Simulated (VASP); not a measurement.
Here is a VASP 6.6.1 calculation.

The input INCAR:

```
PREC = Accurate
ENCUT = 520
EDIFF = 1E-6
ISMEAR = 0
SIGMA = 0.02
LREAL = False
LASPH = True
NELM = 100
ALGO = Normal
ISIF = 2
LWAVE = False
LCHARG = False
GGA = PE
NBANDS = 12
```

Contents of KPOINTS:

```
Automatic mesh
0
Gamma
  8 8 8
```

POSCAR

```
LiCl
1.0
    2.8741314269      0.0000000000      0.0000000000
    0.0000000000      2.8741314269      0.0000000000
    0.0000000000      0.0000000000      2.8741314269
Li Cl
1 1
Direct
    0.0000000000      0.0000000000      0.0000000000
    0.5000000000      0.5000000000      0.5000000000
```

Potentials or basis: VASP PAW PBE potentials, release 64 (Li_sv, Cl).

Command:

```console
$ cat potpaw_PBE.64/Li_sv/POTCAR potpaw_PBE.64/Cl/POTCAR > POTCAR
$ mpirun -np 1 vasp_std > vasp.out
```

(1) Estimate the band gap on the k mesh.

Answers

(1) 3.56 eV (least direct gap 4.21 eV).

Caveat: the cell differs from its parent crystal (F replaced by Cl, lengths x 1.146, strained).
